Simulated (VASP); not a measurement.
Crystal: Cu3N.

```
Cu N
1.0
     3.81400    0.00000    0.00000
     0.00000    3.81400    0.00000
     0.00000    0.00000    3.81400
Cu N
3 1
Direct
  0.50000 0.00000 0.00000
  0.00000 0.50000 0.00000
  0.00000 0.00000 0.50000
  0.00000 0.00000 0.00000
```

Base run:

* Program: VASP 6.6.1
* Functional: RPBE
* Potentials or basis: VASP PAW PBE potentials, release 64 (Cu, N)
* Cutoff: 600 eV
* k mesh: 8 × 8 × 8
* Occupations: gaussian, width 0.05 eV
* Spin: no spin polarisation

Its results: band gap on the k mesh 0.21 eV (least direct gap 0.75 eV); pressure 5.6 GPa.

Question: The run is repeated on the same cell with these changes: functional from RPBE to r2SCAN; cutoff from 600 eV to 660 eV; dispersion from none to D4. What comes out?

Answer: Band gap on the k mesh 0.32 eV (least direct gap 0.90 eV); pressure -3.3 GPa.

Several settings changed at once.

Caveats: semilocal functionals underestimate gaps, and a narrow one can read as zero; the PAW data sets were made with another functional, which shifts forces and pressure a little; the cell stands under pressure (at least some runs); the cell stands under tension (at least some runs).

A k mesh can miss the band edges.
